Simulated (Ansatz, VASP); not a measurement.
Two plane-wave programs on AlNi

```
Ni Al
1.0
     2.93750    0.00000    0.00000
     0.00000    2.93750    0.00000
     0.00000    0.00000    2.93750
Ni Al
1 1
Direct
  0.50000 0.50000 0.50000
  0.00000 0.00000 0.00000
```

Alike in both runs: task single point; functional LDA; k mesh 9 × 9 × 9; occupations fermi-dirac, width 0.05 eV; collinear spin.

|  | VASP | Ansatz |
| --- | --- | --- |
| version | VASP 6.6.1 | Ansatz 0.2.0 |
| potentials or method | VASP PAW LDA potentials, release 64 (Ni, Al) | Ansatz PAW |
| plane-wave cutoff (eV) | 520 | 420 |
| valence electrons in the cell | 13 | 21 |

Ansatz gave:

```
gap on the k mesh at the Fermi level (eV) : none
pressure (GPa)                            : -16.1
net moment per atom (μB)                  : 0.00
```

Q: What did VASP give for the same quantities?

A: gap on the k mesh at the Fermi level (eV): none; pressure (GPa): -15.9; net moment per atom (μB): 0.00.

LDA's correlation is that of Perdew and Zunger in VASP and of Perdew and Wang (1992) in Ansatz. A gap of «none» marks a metal or a gap that the smearing closes. VASP's potentials hold 13 valence electrons a cell and Ansatz's 21, so a difference there can come from the potentials and not from the codes.
